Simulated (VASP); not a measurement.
# Te2I3 (R32) in VASP: further runs

Runs on Te2I3. Level: PBE. Tasks: single point, relaxation of cell and atoms.

Everything below comes from runs of VASP 6.6.1. Logs are shortened: lines on timing, memory, paths and dates and some standing lists are left out, and cuts for length are marked.

**1. The cell of the first run**

It takes space group R32 (No. 155, trigonal). Conventional cell: a = 7.982 Å, b = 7.982 Å, c = 9.597 Å, α = 90.00°, β = 90.00°, γ = 120.00°. Within 4.1 Å of Te (site symmetry 3) lie 6 I at 3.15 to 3.16 Å. I (site symmetry 2) has 4 Te at 3.15 to 3.16 Å and 4 I at 3.41 to 3.42 Å within 4.1 Å.

**2. Single point, PBE**

File INCAR:

```
SYSTEM = Te2I3
PREC = Accurate
ENCUT = 520
EDIFF = 1E-7
ISMEAR = 0
SIGMA = 0.1
LREAL = .FALSE.
LASPH = .TRUE.
NELM = 80
ALGO = Normal
ISIF = 2
LWAVE = .FALSE.
LCHARG = .FALSE.
GGA = PE
NBANDS = 24
```

File KPOINTS:

```
Automatic mesh
0
G
  3 3 3
  0 0 0
```

File POSCAR:

```
Te2I3
1.0
    3.9910470000      2.3042320600      3.1990046200
   -3.9910470000      2.3042320600      3.1990046200
    0.0000000000     -4.6084641200      3.1990046200
Te I
2 3
Direct
    0.2578843500      0.2578843500      0.2578843500
    0.7421156500      0.7421156500      0.7421156500
    0.2467715700      0.7532284300      0.0000000000
    0.0000000000      0.2467715700      0.7532284300
    0.7532284300      0.0000000000      0.2467715700
```

Potentials or basis: VASP PAW PBE potentials, release 64 (Te, I).

The run is started by

```console
$ cat potpaw_PBE.64/Te/POTCAR potpaw_PBE.64/I/POTCAR > POTCAR
$ mpirun -np 1 vasp_std > vasp.out
```

OUTCAR:

```text
SYSTEM = Te2I3
   PREC = Accurate
   ENCUT = 520
   EDIFF = 1E-7
   ISMEAR = 0
   LREAL = .FALSE.
   LASPH = .TRUE.
   NELM = 80
   ISIF = 2
   GGA = PE

 ion  position               nearest neighbor table
   1  0.258  0.258  0.258-   5 3.15   3 3.15   4 3.15   3 3.16   4 3.16   5 3.16
   2  0.742  0.742  0.742-   4 3.15   3 3.15   5 3.15   3 3.16   5 3.16   4 3.16
   3  0.247  0.753  0.000-   1 3.15   2 3.15   1 3.16   2 3.16   5 3.41   4 3.41   4 3.42   5 3.42

   4  0.000  0.247  0.753-   2 3.15   1 3.15   1 3.16   2 3.16   3 3.41   5 3.41   3 3.42   5 3.42

   5  0.753  0.000  0.247-   1 3.15   2 3.15   1 3.16   2 3.16   3 3.41   4 3.41   3 3.42   4 3.42

  LATTYP: Found a trigonal (rhomboedric) cell.
 ALAT       =     5.6099529500
 COS(alpha) =    -0.0122440725

  Lattice vectors:

 A1 = (   3.9910470000,   2.3042320600,   3.1990046200)
 A2 = (  -3.9910470000,   2.3042320600,   3.1990046200)
 A3 = (   0.0000000000,  -4.6084641200,   3.1990046200)

Analysis of symmetry for initial positions (statically):
=====================================================================
 Subroutine PRICEL returns:
 Original cell was already a primitive cell.

 Routine SETGRP: Setting up the symmetry group for a
 trigonal (rhombohedral) supercell.

 Subroutine GETGRP returns: Found  6 space group operations
 (whereof  6 operations were pure point group operations)
 out of a pool of 12 trial point group operations.

The static configuration has the point symmetry D_3 .

Analysis of symmetry for dynamics (positions and initial velocities):
=====================================================================
 Subroutine PRICEL returns:
 Original cell was already a primitive cell.

 Routine SETGRP: Setting up the symmetry group for a
 trigonal (rhombohedral) supercell.

 Subroutine GETGRP returns: Found  6 space group operations
 (whereof  6 operations were pure point group operations)
 out of a pool of 12 trial point group operations.

The dynamic configuration has the point symmetry D_3 .

 Subroutine INISYM returns: Found  6 space group operations
 (whereof  6 operations are pure point group operations),
 and found     1 'primitive' translations

----------------------------------------------------------------------------------------

                                     Primitive cell

  volume of cell :     176.5140

  direct lattice vectors                    reciprocal lattice vectors
     3.991047000  2.304232060  3.199004620     0.125280409  0.072330678  0.104199078
    -3.991047000  2.304232060  3.199004620    -0.125280409  0.072330678  0.104199078
     0.000000000 -4.608464120  3.199004620     0.000000000 -0.144661356  0.104199078

  length of vectors
     5.609952950  5.609952950  5.609952950     0.178281675  0.178281675  0.178281675

  position of ions in fractional coordinates (direct lattice)
     0.257884350  0.257884350  0.257884350
     0.742115650  0.742115650  0.742115650
     0.246771570  0.753228430  0.000000000
     0.000000000  0.246771570  0.753228430
     0.753228430  0.000000000  0.246771570

  ion indices of the primitive-cell ions
   primitive index   ion index
                 1           1
                 2           2
                 3           3
                 4           4
                 5           5

----------------------------------------------------------------------------------------

 KPOINTS: Automatic mesh

Automatic generation of k-mesh.
 Grid dimensions read from file:
 generate k-points for:    3    3    3

 Generating k-lattice:

  Cartesian coordinates                     Fractional coordinates (reciprocal lattice)
     0.041760136  0.024110226  0.034733026     0.333333333  0.000000000 -0.000000000
    -0.041760136  0.024110226  0.034733026     0.000000000  0.333333333 -0.000000000
     0.000000000 -0.048220452  0.034733026    -0.000000000 -0.000000000  0.333333333

  Length of vectors
     0.059427225  0.059427225  0.059427225

  Shift w.r.t. Gamma in fractional coordinates (k-lattice)
     0.000000000  0.000000000  0.000000000

 Subroutine IBZKPT returns following result:
 ===========================================

 Found      6 irreducible k-points:

 Following reciprocal coordinates:
            Coordinates               Weight
  0.000000  0.000000  0.000000      1.000000
  0.333333  0.000000  0.000000      6.000000
  0.333333  0.333333  0.000000      6.000000
 -0.333333  0.333333  0.000000      6.000000
  0.333333  0.333333  0.333333      2.000000
 -0.333333  0.333333  0.333333      6.000000
   k-points           NKPTS =      6   k-points in BZ     NKDIM =      6   number of bands    NBANDS=     24
   number of dos      NEDOS =    301   number of ions     NIONS =      5
   total plane-waves  NPLWV =  74088
   dimension x,y,z NGX =    42 NGY =   42 NGZ =   42
   dimension x,y,z NGXF=    84 NGYF=   84 NGZF=   84
   ions per type =               2   3
   NGX,Y,Z   is equivalent  to a cutoff of  12.45, 12.45, 12.45 a.u.
   NGXF,Y,Z  is equivalent  to a cutoff of  24.89, 24.89, 24.89 a.u.
 SYSTEM =  Te2I3
   PREC   = accura    normal or accurate (medium, high low for compatibility)
   ISTART =      0    job   : 0-new  1-cont  2-samecut
   ICHARG =      2    charge: 1-file 2-atom 10-const
   ISPIN  =      1    spin polarized calculation?
   LNONCOLLINEAR =      F non collinear calculations
   LSORBIT =      F    spin-orbit coupling
   LASPH  =      T    aspherical Exc in radial PAW
   ENCUT  =  520.0 eV  38.22 Ry    6.18 a.u.  10.43 10.43 10.43*2*pi/ulx,y,z
   NELM   =     80;   NELMIN=  2; NELMDL= -5     # of ELM steps
   EDIFF  = 0.1E-06   stopping-criterion for ELM
   LREAL  =      F    real-space projection
   EDIFFG = 0.1E-05   stopping-criterion for IOM
   NSW    =      0    number of steps for IOM
   IBRION =     -1    ionic relax: 0-MD 1-quasi-New 2-CG
   NFREE  =      0    steps in history (QN), initial steepest desc. (CG)
   ISIF   =      2    stress and relaxation
   ISYM   =      2    0-nonsym 1-usesym 2-fastsym
   POTIM  = 0.5000    time-step for ionic-motion
   TEBEG  =    0.0;   TEEND  =   0.0 temperature during run
   PSTRESS=    0.0 pullay stress
   NELECT =      33.0000    total number of electrons
   NUPDOWN=      -1.0000    fix difference up-down
   EMIN   =  10.00;   EMAX   =-10.00  energy-range for DOS
   EFERMI =   0.00;   METHOD = LEGACY
   ISMEAR =     0;   SIGMA  =   0.10  broadening in eV -4-tet -1-fermi 0-gaus
   EFERMI_NEDOS =   21; number of points for ismear=-14 and -15
   IALGO  =     38    algorithm
   IMIX   =      4    mixing-type and parameters
     AMIX     =   0.40;   BMIX     =  1.00
     AMIX_MAG =   1.60;   BMIX_MAG =  1.00
  volume/ion in A,a.u.               =      35.30       238.24
  Fermi-wavevector in a.u.,A,eV,Ry     =   0.936095  1.768962 11.922420  0.876273
  Thomas-Fermi vector in A             =   2.063069
   LORBIT       =      0    0 simple, 1 ext, 2 COOP (PROOUT), +10 PAW based schemes
   GGA     = PE    functional components
   LHFCALC =     F    Hartree Fock is set to
   AEXX    =    0.0000 exact exchange contribution
   IVDW    =     0    specifies the selected vdW correction
   LEPSILON=     F    determine dielectric tensor
   LRPA    =     F    only Hartree local field effects (RPA)
 non-spin polarized calculation
 Gauss-broadening in eV      SIGMA  =   0.10
  energy-cutoff  :      520.00
  volume of cell :      176.51
 maximum number of plane-waves:      4766
 NGX is ok and might be reduce to    42
   NGX = 21   NGY = 21   NGZ = 21

 number of electron      32.9999999 magnetization

 Free energy of the ion-electron system (eV)
  ---------------------------------------------------
  ext. energy  EPLUGINS =         0.00000000
  ---------------------------------------------------
  free energy    TOTEN  =        -7.33352662 eV

  energy without entropy =       -7.29459599  energy(sigma->0) =       -7.31406131

 E-fermi :   5.6406     XC(G=0):  -8.7803

 val. band max:        5.6357704786   @ k =  -0.3333   0.3333   0.3333
 cond. band min:       5.6492333343   @ k =   0.3333   0.3333   0.0000
 fundamental gap:      0.0134628557
 Fermi energy:         5.6405553051

 k-point     1 :       0.0000    0.0000    0.0000
  band No.  band energies     occupation
      1      -9.4414      2.00000
      2      -7.4522      2.00000
      3      -7.4522      2.00000
      4      -5.6039      2.00000
      5      -4.2757      2.00000
      6      -0.3231      2.00000
[... 16 lines left out ...]
     23      10.4492      0.00000
     24      10.7615      0.00000

 k-point     2 :       0.3333    0.0000    0.0000
  band No.  band energies     occupation
      1      -9.1607      2.00000
      2      -8.0133      2.00000
      3      -7.2467      2.00000
      4      -5.4987      2.00000
      5      -4.6723      2.00000
      6      -0.3555      2.00000
[... 16 lines left out ...]
     23      11.1130      0.00000
     24      11.5662      0.00000

 k-point     3 :       0.3333    0.3333    0.0000
  band No.  band energies     occupation
      1      -8.8626      2.00000
      2      -8.1589      2.00000
      3      -7.3701      2.00000
      4      -5.6812      2.00000
      5      -4.9268      2.00000
      6      -0.3110      2.00000
[... 16 lines left out ...]
     23      11.1238      0.00000
     24      11.8620      0.00000

 k-point     4 :      -0.3333    0.3333    0.0000
  band No.  band energies     occupation
      1      -8.9169      2.00000
      2      -7.8444      2.00000
      3      -7.6991      2.00000
      4      -5.3972      2.00000
      5      -5.1641      2.00000
      6      -0.3306      2.00000
[... 16 lines left out ...]
     23      11.1939      0.00000
     24      11.9078      0.00000

 k-point     5 :       0.3333    0.3333    0.3333
  band No.  band energies     occupation
      1      -8.5342      2.00000
      2      -8.2183      2.00000
      3      -7.4988      2.00000
      4      -5.8849      2.00000
      5      -5.3118      2.00000
      6      -0.1034      2.00000
[... 16 lines left out ...]
     23      10.8320      0.00000
     24      11.7015      0.00000

 k-point     6 :      -0.3333    0.3333    0.3333
  band No.  band energies     occupation
      1      -8.6381      2.00000
      2      -7.9558      2.00000
      3      -7.6816      2.00000
      4      -5.7425      2.00000
      5      -5.4411      2.00000
      6      -0.0508      2.00000
[... 16 lines left out ...]
     23      10.8812      0.00000
     24      11.4578      0.00000

------------------------ aborting loop because EDIFF is reached ----------------------------------------

  FORCE on cell =-STRESS in cart. coord.  units (eV):
  Direction    XX          YY          ZZ          XY          YZ          ZX
  --------------------------------------------------------------------------------------
  -------------------------------------------------------------------------------------
  Total        6.2552017      6.2552017      9.8498096     -0.0000000      0.0000000      0.0000000
  in kB       56.7770367     56.7770367     89.4044722     -0.0000000      0.0000000      0.0000000
  external PRESSURE =      67.6528486 kB  Pullay stress =       0.0000000 kB

 VOLUME and BASIS-vectors are now :
 -----------------------------------------------------------------------------
  energy-cutoff  :      520.00
  volume of cell :      176.51
      direct lattice vectors                 reciprocal lattice vectors
     3.991047000  2.304232060  3.199004620     0.125280409  0.072330678  0.104199078
    -3.991047000  2.304232060  3.199004620    -0.125280409  0.072330678  0.104199078
     0.000000000 -4.608464120  3.199004620     0.000000000 -0.144661356  0.104199078

 POSITION                                       TOTAL-FORCE (eV/Angst)
 -----------------------------------------------------------------------------------
      0.00000      0.00000      2.47492        -0.000000      0.000000      0.947379
      0.00000      0.00000      7.12209        -0.000000     -0.000000     -0.947379
     -2.02129      2.30423      3.19900         0.481257     -0.000000     -0.000000
     -0.98488     -2.90261      3.19900        -0.240629      0.416781     -0.000000
      3.00617      0.59838      3.19900        -0.240629     -0.416781     -0.000000
 -----------------------------------------------------------------------------------
    total drift:                               -0.000000      0.000000     -0.000000

  FREE ENERGIE OF THE ION-ELECTRON SYSTEM (eV)
  ---------------------------------------------------
  free  energy   TOTEN  =        -7.3335266243 eV

  energy  without entropy=       -7.2945959923  energy(sigma->0) =       -7.31406131
```

Wall time 29 s (1 thread of Intel Xeon Platinum 8488C (Sapphire Rapids), shared host); peak memory 0.25 GiB.

Results:

| Item | Value |
| --- | --- |
| Free energy | -7.3335 eV |
| Pressure | 6.8 GPa |
| Largest force | 0.947 eV/Å |

Forces on the atoms (eV/Å):
```
Te   0.000  0.000  0.947
Te   0.000  0.000 -0.947
I    0.481  0.000  0.000
I   -0.241  0.417  0.000
I   -0.241 -0.417  0.000
```

Levels at points of the mesh, in eV from the Fermi level:
```tsv
k point	band 13	band 14	band 15	band 16	band 17	band 18	band 19	band 20
(0.00, 0.00, 0.00)	-3.46	-1.37	-0.40	-0.27	-0.27	0.46	0.46	0.95
```

Caveat: the k points lie up to 0.37 Å⁻¹ apart; spin-orbit coupling is left out, which moves the levels of the heavy elements; an odd number of electrons without spin polarisation forces a metal; a magnetic or distorted state may lie lower.

**3. Single point, PBE**

This run uses another cell than the first one, of 52.06 Å³/atom, 1.475 times its volume.

File INCAR:

```
ALGO = Normal ; EDIFF = 1E-6
ENCUT = 520 ; GGA = PE
ISIF = 2 ; ISMEAR = 0
LASPH = T ; LCHARG = F
LREAL = F ; LWAVE = F
NBANDS = 24 ; NELM = 80
PREC = Accurate ; SIGMA = 0.1
```

File KPOINTS:

```
k-points
0
Gamma
  3 3 3
```

File POSCAR:

```
Te2I3
1.0
    4.1242031070      2.3811097740      4.4176791215
   -4.1242031070      2.3811097740      4.4176791215
    0.0000000000     -4.7622195481      4.4176791215
Te I
2 3
Direct
    0.3285016344      0.3285016344      0.3285016344
    0.6714983656      0.6714983656      0.6714983656
    0.2760181639      0.7239818361      0.0000000000
    0.0000000000      0.2760181639      0.7239818361
    0.7239818361      0.0000000000      0.2760181639
```

Potentials or basis: VASP PAW PBE potentials, release 64 (Te, I).

The run is started by

```console
$ cat potpaw_PBE.64/Te/POTCAR potpaw_PBE.64/I/POTCAR > POTCAR
$ mpirun -np 1 vasp_std > vasp.out
```

It took 42 s on 1 thread of Intel Xeon Platinum 8488C (Sapphire Rapids), shared host; peak memory 0.33 GiB.

Results (log left out):

```yaml
Free_energy: -9.2721 eV
Pressure: 0.0 GPa
Largest_force: 0.006 eV/Å
```

Forces on the atoms (eV/Å):
```
Te   0.000  0.000  0.006
Te   0.000  0.000 -0.006
I   -0.005  0.000  0.000
I    0.003 -0.004  0.000
I    0.003  0.004  0.000
```

Stress tensor (GPa, compression positive):
```
-0.15  0.00  0.00
 0.00 -0.15  0.00
 0.00  0.00  0.23
```

Levels at points of the mesh, in eV from the Fermi level:
```csv
k point,band 13,band 14,band 15,band 16,band 17,band 18,band 19,band 20
"(0.00, 0.00, 0.00)",-2.17,-1.31,-1.21,-0.28,0.22,0.22,1.38,1.38
```

Caveat: spin-orbit coupling is left out, which moves the levels of the heavy elements; an odd number of electrons without spin polarisation forces a metal; a magnetic or distorted state may lie lower.

**4. Relaxation of cell and atoms, PBE**

File INCAR:

```
SYSTEM = Te2I3
PREC = Accurate
ENCUT = 600
EDIFF = 1E-7
ISMEAR = 0
SIGMA = 0.1
LREAL = .FALSE.
LASPH = .TRUE.
NELM = 60
ALGO = Normal
ISIF = 3
LWAVE = .FALSE.
LCHARG = .FALSE.
GGA = PE
IBRION = 2
NSW = 90
EDIFFG = -0.04
```

File KPOINTS:

```
Automatic mesh
0
G
  3 3 3
  0 0 0
```

File POSCAR:

```
Te2I3
1.0
    3.9910470000      2.3042320600      3.1990046200
   -3.9910470000      2.3042320600      3.1990046200
    0.0000000000     -4.6084641200      3.1990046200
Te I
2 3
Direct
    0.2578843500      0.2578843500      0.2578843500
    0.7421156500      0.7421156500      0.7421156500
    0.2467715700      0.7532284300      0.0000000000
    0.0000000000      0.2467715700      0.7532284300
    0.7532284300      0.0000000000      0.2467715700
```

The run is started by

```console
$ cat potpaw_PBE.64/Te/POTCAR potpaw_PBE.64/I/POTCAR > POTCAR
$ mpirun -np 1 vasp_std > vasp.out
```

Wall time 24 min (1 thread of Intel Xeon Platinum 8488C (Sapphire Rapids), shared host); peak memory 0.34 GiB.

It converged, with:

```
Free energy                            : -10.8597 eV
Relaxed volume                         : 84.63 Å³/atom
Relaxed cell                           : a = 7.771 Å, b = 7.771 Å, c = 7.771 Å, α = 73.98°, β = 73.98°, γ = 73.98°
Space group after relaxing (to 0.05 Å) : R32 (No. 155)
Energy gained by relaxing              : 705.2 meV/atom
Ionic steps                            : 51
Pressure after relaxing                : 0.0 GPa
Largest force after relaxing           : 0.025 eV/Å
```

Forces in eV/Å, atoms in the order of the input:
```
Te   0.000  0.000  0.008
Te   0.000  0.000 -0.008
I    0.025  0.000  0.000
I   -0.013  0.022  0.000
I   -0.013 -0.022  0.000
```

The path:
| step | energy change (eV) | largest force (eV/Å) | pressure (GPa) | volume (Å³) |
| --- | --- | --- | --- | --- |
| 1 | 0.0000 | 0.9472 | 6.76 | 176.51 |
| 3 | -0.7621 | 0.1797 | -0.39 | 216.30 |
| 5 | -1.3711 | 0.3280 | 0.30 | 214.67 |
| 7 | -1.4577 | 0.2303 | 1.34 | 212.80 |
| 9 | -1.5968 | 0.2174 | 0.09 | 238.76 |
| 11 | -1.6070 | 0.2496 | -0.25 | 251.82 |
| 13 | -1.6208 | 0.1862 | 0.13 | 249.45 |
| 15 | -1.6335 | 0.1601 | 0.28 | 252.02 |
| 17 | -1.7004 | 0.2380 | -0.02 | 274.57 |
| 19 | -1.9197 | 0.3375 | -0.58 | 378.18 |
| 21 | -1.9661 | 0.3150 | -0.49 | 391.55 |
| 23 | -2.0840 | 0.3980 | -0.55 | 455.49 |
| 25 | -2.1134 | 0.4510 | -0.64 | 468.42 |
| 27 | -2.2741 | 0.2536 | 0.54 | 447.26 |
| 29 | -2.5352 | 0.4800 | 0.55 | 454.56 |
| 31 | -2.5974 | 1.2698 | -1.39 | 487.63 |
| 33 | -3.2435 | 0.1440 | -1.02 | 473.66 |
| 35 | -3.2776 | 0.3249 | -1.15 | 466.77 |
| 37 | -3.4495 | 0.2264 | -0.49 | 433.79 |
| 39 | -3.4752 | 0.2046 | -0.10 | 419.61 |
| 41 | -3.4782 | 0.1869 | -0.03 | 417.56 |
| 43 | -3.4949 | 0.0374 | 0.01 | 419.67 |
| 45 | -3.5106 | 0.0860 | -0.02 | 424.85 |
| 47 | -3.5221 | 0.0301 | -0.12 | 427.94 |
| 49 | -3.5250 | 0.0712 | 0.00 | 424.03 |
| 51 | -3.5262 | 0.0254 | 0.05 | 423.17 |

Final structure:
```
CELL_PARAMETERS angstrom
4.67507 2.69916 5.58920
-4.67507 2.69916 5.58920
0.00000 -5.39831 5.58920
ATOMIC_POSITIONS crystal
Te 0.41075 0.41075 0.41075
Te 0.58925 0.58925 0.58925
I 0.49383 0.50617 0.00000
I 0.00000 0.49383 0.50617
I 0.50617 0.00000 0.49383
```

Levels at points of the mesh, in eV from the Fermi level:
| k point | band 14 | band 15 | band 16 | band 17 | band 18 | band 19 | band 20 |
| --- | --- | --- | --- | --- | --- | --- | --- |
| (0.00, 0.00, 0.00) | -1.53 | -1.47 | -0.91 | -0.91 | 1.20 | 1.20 | 2.52 |

Caveat: the k points lie up to 0.29 Å⁻¹ apart in the final cell; the volume moved by over 15 % at a fixed basis, so the end points are rough; spin-orbit coupling is left out, which moves the levels of the heavy elements; an odd number of electrons without spin polarisation forces a metal; a magnetic or distorted state may lie lower.

**5. The runs side by side**

| task | cell | cutoff (eV) | gap on the mesh (eV) | pressure (GPa) | largest force (eV/Å) |
| --- | --- | --- | --- | --- | --- |
| single point | a = 5.610 Å, angles 90.7°, 5 atoms | 520 | none | 6.8 | 0.95 |
| single point | a = 6.496 Å, angles 78.8°, 5 atoms | 520 | none | 0.0 | 0.01 |
| relaxation of cell and atoms | relaxed from a = 5.610 Å, angles 90.7°, 5 atoms | 600 | none | 0.0 | 0.03 |

Alike in all rows: level PBE; potentials or basis VASP PAW PBE potentials, release 64 (Te, I); no spin polarisation; k mesh 3 × 3 × 3; smearing gaussian 0.1 eV.

Caveats: some runs use coarse meshes; spin-orbit coupling is left out, which moves the levels of the heavy elements; an odd number of electrons without spin polarisation forces a metal; a magnetic or distorted state may lie lower; the volume moved by over 15 % at a fixed basis, so the end points are rough (some runs).

Total energies depend on the potentials used, so only differences within one code and one set of settings carry meaning.
